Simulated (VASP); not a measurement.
# Rh (Immm) in VASP: a series of runs

Rh is run at these levels: PBE; tasks: single point.

All numbers are computed with VASP 6.6.1; they aren't measurements. Logs are shortened: lines on timing, memory, paths and dates and some standing lists are left out, and cuts for length are marked.

## (1) The cell of the first run

The structure is orthorhombic, space group Immm (No. 71). The conventional cell has a = 2.537 Å, b = 2.808 Å, c = 3.830 Å, α = 90.00°, β = 90.00°, γ = 90.00°. Within 3.3 Å of Rh (site symmetry mmm) lie 12 Rh at 2.54 to 2.81 Å.

## (2) Single point, PBE

Input file INCAR:

```
SYSTEM = Rh
PREC     = Accurate       ! precision mode
ENCUT    = 520            ! plane-wave cutoff, eV
EDIFF    = 1E-6           ! SCF threshold, eV
ISMEAR   = 0              ! smearing method
SIGMA    = 0.15           ! smearing width, eV
LREAL    = .FALSE.        ! projectors in reciprocal space
LASPH    = .TRUE.         ! aspherical terms in the spheres
NELM     = 60             ! most SCF steps
ALGO     = Fast           ! electronic algorithm
ISIF     = 2              ! what is computed and relaxed
LWAVE    = .FALSE.        ! write WAVECAR
LCHARG   = .FALSE.        ! write CHGCAR
GGA      = PE             ! functional
NBANDS   = 14             ! bands
```

Input file KPOINTS:

```
Automatic mesh
0
G
  20 20 20
  0 0 0
```

Input file POSCAR:

```
Rh
1.0
   -0.0957526211      1.8895822249      1.9150524221
    1.8895822249     -0.0957526211      1.9150524221
    1.7938296038      1.7938296038      0.0000000000
Rh
1
Direct
    0.0000000000      0.0000000000      0.0000000000
```

Potentials or basis: VASP PAW PBE potentials, release 64 (Rh_pv).

Launch:

```sh
$ cat potpaw_PBE.64/Rh_pv/POTCAR > POTCAR
$ mpirun -np 1 vasp_std > vasp.out
```

OUTCAR:

```text
SYSTEM = Rh
   PREC = Accurate
   ENCUT = 520
   EDIFF = 1E-6
   ISMEAR = 0
   LREAL = .FALSE.
   LASPH = .TRUE.
   NELM = 60
   ISIF = 2
   GGA = PE

 ion  position               nearest neighbor table
   1  0.000  0.000  0.000-

  LATTYP: Found a body centered orthorhombic cell.
 ALAT       =     2.5368581543
 B/A-ratio  =     1.1067577666
 C/A-ratio  =     1.5097828145

  Lattice vectors:

 A1 = (   0.0957526211,  -1.8895822249,  -1.9150524221)
 A2 = (  -0.0957526211,   1.8895822249,  -1.9150524221)
 A3 = (   1.8895822249,  -0.0957526211,   1.9150524221)

Analysis of symmetry for initial positions (statically):
=====================================================================
 Subroutine PRICEL returns:
 Original cell was already a primitive cell.

 Routine SETGRP: Setting up the symmetry group for a
 body centered orthorhombic supercell.

 Subroutine GETGRP returns: Found  8 space group operations
 (whereof  8 operations were pure point group operations)
 out of a pool of  8 trial point group operations.

The static configuration has the point symmetry D_2h.

Analysis of symmetry for dynamics (positions and initial velocities):
=====================================================================
 Subroutine PRICEL returns:
 Original cell was already a primitive cell.

 Routine SETGRP: Setting up the symmetry group for a
 body centered orthorhombic supercell.

 Subroutine GETGRP returns: Found  8 space group operations
 (whereof  8 operations were pure point group operations)
 out of a pool of  8 trial point group operations.

The dynamic configuration has the point symmetry D_2h.

 Subroutine INISYM returns: Found  8 space group operations
 (whereof  8 operations are pure point group operations),
 and found     1 'primitive' translations

----------------------------------------------------------------------------------------

                                     Primitive cell

  volume of cell :      13.6404

  direct lattice vectors                    reciprocal lattice vectors
    -0.095752621  1.889582225  1.915052422    -0.251846685  0.251846685  0.261089459
     1.889582225 -0.095752621  1.915052422     0.251846685 -0.251846685  0.261089459
     1.793829604  1.793829604  0.000000000     0.278733275  0.278733275 -0.261089459

  length of vectors
     2.692046680  2.692046680  2.536858154     0.441612059  0.441612059  0.472813052

  position of ions in fractional coordinates (direct lattice)
     0.000000000  0.000000000  0.000000000

  ion indices of the primitive-cell ions
   primitive index   ion index
                 1           1

----------------------------------------------------------------------------------------

 KPOINTS: Automatic mesh

Automatic generation of k-mesh.
 Grid dimensions read from file:
 generate k-points for:   20   20   20

 Generating k-lattice:

  Cartesian coordinates                     Fractional coordinates (reciprocal lattice)
    -0.012592334  0.012592334  0.013054473     0.050000000  0.000000000  0.000000000
     0.012592334 -0.012592334  0.013054473     0.000000000  0.050000000  0.000000000
     0.013936664  0.013936664 -0.013054473     0.000000000  0.000000000  0.050000000

  Length of vectors
     0.022080603  0.022080603  0.023640653

  Shift w.r.t. Gamma in fractional coordinates (k-lattice)
     0.000000000  0.000000000  0.000000000

 Subroutine IBZKPT returns following result:
 ===========================================

 Found   1166 irreducible k-points:

 Following reciprocal coordinates:
            Coordinates               Weight
  0.000000  0.000000  0.000000      1.000000
  0.050000  0.000000  0.000000      4.000000
  0.100000  0.000000  0.000000      4.000000
  0.150000  0.000000  0.000000      4.000000
  0.200000  0.000000  0.000000      4.000000
  0.250000  0.000000  0.000000      4.000000
[... 16 lines left out ...]
 -0.400000  0.050000  0.000000      4.000000
 -0.350000  0.050000  0.000000      4.000000
 [... further k-points ...]
   k-points           NKPTS =   1166   k-points in BZ     NKDIM =   1166   number of bands    NBANDS=     14
   number of dos      NEDOS =    301   number of ions     NIONS =      1
   total plane-waves  NPLWV =   8000
   dimension x,y,z NGX =    20 NGY =   20 NGZ =   20
   dimension x,y,z NGXF=    40 NGYF=   40 NGZF=   40
   ions per type =               1
   NGX,Y,Z   is equivalent  to a cutoff of  12.35, 12.35, 13.11 a.u.
   NGXF,Y,Z  is equivalent  to a cutoff of  24.70, 24.70, 26.21 a.u.
 SYSTEM =  Rh
   PREC   = accura    normal or accurate (medium, high low for compatibility)
   ISTART =      0    job   : 0-new  1-cont  2-samecut
   ICHARG =      2    charge: 1-file 2-atom 10-const
   ISPIN  =      1    spin polarized calculation?
   LNONCOLLINEAR =      F non collinear calculations
   LSORBIT =      F    spin-orbit coupling
   LASPH  =      T    aspherical Exc in radial PAW
   ENCUT  =  520.0 eV  38.22 Ry    6.18 a.u.   5.01  5.01  4.72*2*pi/ulx,y,z
   NELM   =     60;   NELMIN=  2; NELMDL= -5     # of ELM steps
   EDIFF  = 0.1E-05   stopping-criterion for ELM
   LREAL  =      F    real-space projection
   EDIFFG = 0.1E-04   stopping-criterion for IOM
   NSW    =      0    number of steps for IOM
   IBRION =     -1    ionic relax: 0-MD 1-quasi-New 2-CG
   NFREE  =      0    steps in history (QN), initial steepest desc. (CG)
   ISIF   =      2    stress and relaxation
   ISYM   =      2    0-nonsym 1-usesym 2-fastsym
   POTIM  = 0.5000    time-step for ionic-motion
   TEBEG  =    0.0;   TEEND  =   0.0 temperature during run
   PSTRESS=    0.0 pullay stress
   NELECT =      15.0000    total number of electrons
   NUPDOWN=      -1.0000    fix difference up-down
   EMIN   =  10.00;   EMAX   =-10.00  energy-range for DOS
   EFERMI =   0.00;   METHOD = LEGACY
   ISMEAR =     0;   SIGMA  =   0.15  broadening in eV -4-tet -1-fermi 0-gaus
   EFERMI_NEDOS =   21; number of points for ismear=-14 and -15
   IALGO  =     68    algorithm
   IMIX   =      4    mixing-type and parameters
     AMIX     =   0.40;   BMIX     =  1.00
     AMIX_MAG =   1.60;   BMIX_MAG =  1.00
  volume/ion in A,a.u.               =      13.64        92.05
  Fermi-wavevector in a.u.,A,eV,Ry     =   1.689780  3.193220 38.849462  2.855355
  Thomas-Fermi vector in A             =   2.771845
   LORBIT       =      0    0 simple, 1 ext, 2 COOP (PROOUT), +10 PAW based schemes
   GGA     = PE    functional components
   LHFCALC =     F    Hartree Fock is set to
   AEXX    =    0.0000 exact exchange contribution
   IVDW    =     0    specifies the selected vdW correction
   LEPSILON=     F    determine dielectric tensor
   LRPA    =     F    only Hartree local field effects (RPA)
 non-spin polarized calculation
 RMM-DIIS sequential band-by-band and
 Gauss-broadening in eV      SIGMA  =   0.15
  energy-cutoff  :      520.00
  volume of cell :       13.64
 maximum number of plane-waves:       381
   NGX =  9   NGY =  9   NGZ =  9

 number of electron      14.9999998 magnetization

 Free energy of the ion-electron system (eV)
  ---------------------------------------------------
  ext. energy  EPLUGINS =         0.00000000
  ---------------------------------------------------
  free energy    TOTEN  =        -7.15936796 eV

  energy without entropy =       -7.14409969  energy(sigma->0) =       -7.15173382

 E-fermi :  12.0301     XC(G=0): -14.0730

 val. band max:       12.0299930237   @ k =   0.4500   0.3500   0.0500
 cond. band min:      12.0307687800   @ k =  -0.4500   0.1000   0.4500
 fundamental gap:      0.0007757563
 Fermi energy:        12.0300780721

 k-point     1 :       0.0000    0.0000    0.0000
  band No.  band energies     occupation
      1     -34.3397      2.00000
      2     -34.3334      2.00000
      3     -34.2955      2.00000
      4       4.0440      2.00000
      5       8.4016      2.00000
      6       8.5494      2.00000
      7       9.6613      2.00000
      8      11.1107      2.00000
      9      11.2341      2.00000
     10      27.9206      0.00000
     11      32.1596      0.00000
     12      32.5938      0.00000
     13      33.4381      0.00000
     14      35.4801      0.00000

 k-point     2 :       0.0500    0.0000    0.0000
  band No.  band energies     occupation
      1     -34.3547      2.00000
      2     -34.3369      2.00000
      3     -34.2977      2.00000
      4       4.1380      2.00000
      5       8.3970      2.00000
      6       8.5448      2.00000
      7       9.6950      2.00000
      8      11.0975      2.00000
      9      11.2246      2.00000
     10      28.0361      0.00000
     11      31.8638      0.00000
     12      32.5939      0.00000
     13      33.4219      0.00000
     14      35.6067      0.00000

 k-point     3 :       0.1000    0.0000    0.0000
  band No.  band energies     occupation
      1     -34.4039      2.00000
      2     -34.3412      2.00000
      3     -34.3043      2.00000
      4       4.4095      2.00000
      5       8.3539      2.00000
      6       8.5662      2.00000
      7       9.7842      2.00000
      8      11.0704      2.00000
      9      11.2086      2.00000
     10      28.3310      0.00000
     11      30.9568      0.00000
     12      32.5941      0.00000
     13      33.7129      0.00000
     14      35.9782      0.00000
[... 324 lines left out ...]
 k-point    23 :      -0.4000    0.0500    0.0000
  band No.  band energies     occupation
      1     -34.9597      2.00000
      2     -34.4056      2.00000
      3     -34.3800      2.00000
      4       5.9490      2.00000
      5       8.2915      2.00000
      6       9.7191      2.00000
      7      10.9686      2.00000
      8      12.4813      0.00002
      9      12.6455      0.00000
     10      21.2486      0.00000
     11      28.2656      0.00000
     12      32.5929      0.00000
     13      33.1491      0.00000
     14      36.0396      0.00000

 k-point    24 :      -0.3500    0.0500    0.0000
  band No.  band energies     occupation
      1     -34.8919      2.00000
      2     -34.4032      2.00000
      3     -34.3691      2.00000
      4       5.9952      2.00000
      5       8.3682      2.00000
      6       9.7935      2.00000
      7      10.1965      2.00000
      8      12.1582      0.22723
      9      12.2562      0.03302
     10      22.6688      0.00000
     11      28.6229      0.00000
     12      32.5931      0.00000
     13      33.6985      0.00000
     14      37.1208      0.00000

 [... further k-points ...]
[... 5 lines left out ...]
  --------------------------------------------------------------------------------------
  -------------------------------------------------------------------------------------
  Total        1.2157089      1.2157089      0.4554442      1.8532692      0.0000000      0.0000000
  in kB      142.7955098    142.7955098     53.4958576    217.6824764      0.0000000      0.0000000
  external PRESSURE =     113.0289591 kB  Pullay stress =       0.0000000 kB

 VOLUME and BASIS-vectors are now :
 -----------------------------------------------------------------------------
  energy-cutoff  :      520.00
  volume of cell :       13.64
      direct lattice vectors                 reciprocal lattice vectors
    -0.095752621  1.889582225  1.915052422    -0.251846685  0.251846685  0.261089459
     1.889582225 -0.095752621  1.915052422     0.251846685 -0.251846685  0.261089459
     1.793829604  1.793829604  0.000000000     0.278733275  0.278733275 -0.261089459

 POSITION                                       TOTAL-FORCE (eV/Angst)
 -----------------------------------------------------------------------------------
      0.00000      0.00000      0.00000        -0.000000      0.000000      0.000000
 -----------------------------------------------------------------------------------
    total drift:                                0.000000     -0.000000      0.000000

  FREE ENERGIE OF THE ION-ELECTRON SYSTEM (eV)
  ---------------------------------------------------
  free  energy   TOTEN  =        -7.1593679600 eV

  energy  without entropy=       -7.1440996854  energy(sigma->0) =       -7.15173382
```

Run time: 2.8 min. Hardware: 1 thread of Intel Xeon Platinum 8488C (Sapphire Rapids), shared host; peak memory 0.3 GiB.

What came out:

```
Free energy : -7.1594 eV
Pressure    : 11.3 GPa
```

Stress tensor (GPa, compression positive):
```
14.28 21.77  0.00
21.77 14.28  0.00
 0.00  0.00  5.35
```

[end of part 1 of 2]
